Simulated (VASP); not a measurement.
A run of VASP 6.6.1 is set up as follows.

Contents of INCAR:

```
PREC = Accurate ; ENCUT = 520
EDIFF = 1E-6 ; ISMEAR = 0
SIGMA = 0.05 ; LREAL = False
LASPH = True ; NELM = 150
ALGO = Normal ; ISIF = 2
LWAVE = False ; LCHARG = False
ISPIN = 2 ; MAGMOM = 0.5 0.5 0.5 0.5
LORBIT = 11 ; GGA = PE
NBANDS = 18
```

The input KPOINTS:

```
Automatic mesh
0
Gamma
  1 1 12
```

File POSCAR:

```
Li
1.0
   11.9000000000      0.0000000000      0.0000000000
    0.0000000000      9.3000000000      0.0000000000
    0.0000000000      0.0000000000      6.0207542077
Li
4
Direct
    0.3862252062      0.5000000000      0.0000000000
    0.3862252062      0.5000000000      0.5000000000
    0.6137747938      0.5000000000      0.0000000000
    0.6137747938      0.5000000000      0.5000000000
```

Potentials or basis: VASP PAW PBE potentials, release 64 (Li_sv).

The run is started by

```bash
$ cat potpaw_PBE.64/Li_sv/POTCAR > POTCAR
$ mpirun -np 1 vasp_std > vasp.out
```

(1) What does it give for the net moment?

Results:

(1) 0.84 μB per cell.
